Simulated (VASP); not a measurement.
A run of VASP 6.6.1 is set up as follows.

File POSCAR:

```
NaI
1.0
    0.0000000000      3.2758472558      3.2758472558
    3.2758472558      0.0000000000      3.2758472558
    3.2758472558      3.2758472558      0.0000000000
Na I
1 1
Direct
    0.0000000000      0.0000000000      0.0000000000
    0.5000000000      0.5000000000      0.5000000000
```

Contents of INCAR.step1:

```
SYSTEM = NaI
PREC = Accurate ; ENCUT = 520
EDIFF = 1E-5 ; ISMEAR = -1
SIGMA = 0.05 ; LREAL = .FALSE.
LASPH = .TRUE. ; NELM = 100
ALGO = Normal ; ISIF = 2
LWAVE = .TRUE. ; LCHARG = .FALSE.
NBANDS = 14 ; GGA = PE
```

INCAR.step2

```
SYSTEM = NaI
PREC = Accurate ; ENCUT = 520
EDIFF = 1E-6 ; ISMEAR = -1
SIGMA = 0.05 ; LREAL = .FALSE.
LASPH = .TRUE. ; NELM = 100
ALGO = Normal ; ISIF = 2
LWAVE = .FALSE. ; LCHARG = .FALSE.
GGA = PE ; LHFCALC = .TRUE.
HFSCREEN = 0.2079 ; PRECFOCK = Normal
NBANDS = 14 ; ISTART = 1
```

File KPOINTS:

```
regular mesh
0
G
  4 4 4
  0 0 0
```

Potentials or basis: VASP PAW PBE potentials, release 64 (Na_pv, I).

Command:

```bash
$ cat potpaw_PBE.64/Na_pv/POTCAR potpaw_PBE.64/I/POTCAR > POTCAR
$ cp INCAR.step1 INCAR
$ mpirun -np 1 vasp_std > vasp.out
$ cp INCAR.step2 INCAR
$ mpirun -np 1 vasp_std > vasp.out
```

(1) What does it give for the band gap on the k mesh?

(2) Predict the pressure.

Results:

(1) 4.55 eV.

(2) -0.4 GPa.

Caveat: the PAW data sets were made with another functional, which shifts forces and pressure a little; spin-orbit coupling is left out, which moves the levels of the heavy elements.
